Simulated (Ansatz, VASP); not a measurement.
LuSc3F: VASP beside Ansatz

Contents of INCAR:

```
SYSTEM = LuSc3F
ALGO     = Normal         ! electronic algorithm
EDIFF    = 1E-6           ! SCF threshold, eV
ENCUT    = 520            ! plane-wave cutoff, eV
GGA      = PE             ! functional
ISIF     = 2              ! what is computed and relaxed
ISMEAR   = 0              ! smearing method
LASPH    = .TRUE.         ! aspherical terms in the spheres
LCHARG   = .TRUE.         ! write CHGCAR
LELF     = .TRUE.         ! ELF
LREAL    = .FALSE.        ! projectors in reciprocal space
LVHAR    = .TRUE.       
LWAVE    = .FALSE.        ! write WAVECAR
NBANDS   = 40             ! bands
NELM     = 80             ! most SCF steps
PREC     = Accurate       ! precision mode
SIGMA    = 0.1            ! smearing width, eV
```

KPOINTS

```
k-points
0
G
  6 6 4
  0 0 0
```

File POSCAR:

```
LuSc3F
1.0
    5.2913280100      0.0000000000      0.0000000000
   -2.6456640000      4.5824244700      0.0000000000
    0.0000000000      0.0000000000      4.3957893300
Lu Sc F
1 3 1
Direct
    0.0000000000      0.0000000000      0.0000000000
    0.6296142300      0.0000000000      0.5000000000
    0.0000000000      0.6296142300      0.5000000000
    0.3703857700      0.3703857700      0.5000000000
    0.0000000000      0.0000000000      0.5000000000
```

Input for Ansatz:

```yaml
crystal:
  lattice:
    - [5.29132801, 0.0, 0.0]
    - [-2.645664, 4.58242447, 0.0]
    - [0.0, 0.0, 4.39578933]
  atoms:
    - { symbol: Lu, position: [0.0, 0.0, 0.0] }
    - { symbol: Sc, position: [0.62961423, 0.0, 0.5] }
    - { symbol: Sc, position: [0.0, 0.62961423, 0.5] }
    - { symbol: Sc, position: [0.37038577, 0.37038577, 0.5] }
    - { symbol: F, position: [0.0, 0.0, 0.5] }
basis:
  ecutwfc: 420
kpoints:
  mp_grid: { grid: [6, 6, 4] }
hamiltonian:
  xc: pbe
scf:
  occupations: { method: gaussian, width: 0.1 }
  lower_state_search: "off"
output:
  forces: true
  stress: true
  eigenvalues: true
```

Alike in both runs: task single point; functional PBE; k mesh 6 × 6 × 4; occupations gaussian, width 0.1 eV; no spin polarisation.

|  | VASP | Ansatz |
| --- | --- | --- |
| version | VASP 6.6.1 | Ansatz 0.2.0 |
| potentials or method | VASP PAW PBE potentials, release 64 (Lu, Sc_sv, F), cutoff 520 eV | scalar-relativistic, plane waves, PAW |
| valence electrons in the cell | 65 | 65 |

```tsv
	VASP	Ansatz	Ansatz less VASP
gap on the k mesh at the Fermi level (eV)	none	none	-
pressure (GPa)	18.1	17.6	-0.50
traceless stress, the component that is largest in VASP (GPa)	-3.00	-3.02	-0.024
rms of the force components (eV/Å)	1.051	0.996	-0.0558
```

Atom by atom the forces differ by 0.056 eV/Å (rms over components). A gap of «none» marks a metal or a gap that the smearing closes.

Spin-orbit coupling is off throughout.
